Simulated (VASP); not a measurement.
Here is a VASP 6.6.1 calculation.

INCAR

```
PREC = Accurate
ENCUT = 520
EDIFF = 1E-7
ISMEAR = -1
SIGMA = 0.1
LREAL = False
LASPH = True
NELM = 80
ALGO = Normal
ISIF = 2
LWAVE = False
LCHARG = False
GGA = PE
NBANDS = 38
```

File KPOINTS:

```
Automatic mesh
0
Gamma
  12 12 3
```

File POSCAR:

```
Bi
1.0
    3.4285517860      0.0000000000      0.0000000000
   -1.7142758930      2.9692129448      0.0000000000
    0.0000000000      0.0000000000     11.4660279730
Bi
4
Direct
    1.0000000000      0.0000000000      0.0000000000
    0.0000000000      0.0000000000      0.5000000000
    0.3333333333      0.6666666667      0.2500000000
    0.6666666667      0.3333333333      0.7500000000
```

Potentials or basis: VASP PAW PBE potentials, release 64 (Bi_d).

Command:

```console
$ cat potpaw_PBE.64/Bi_d/POTCAR > POTCAR
$ mpirun -np 1 vasp_std > vasp.out
```

(1) Estimate the pressure.

(2) Predict the band gap on the k mesh.

Answers

(1) 5.1 GPa.

(2) zero (bands 30 and 31 overlap by 6.75 eV).

Caveat: the cell stands under pressure; spin-orbit coupling is left out, which moves the levels of the heavy elements.
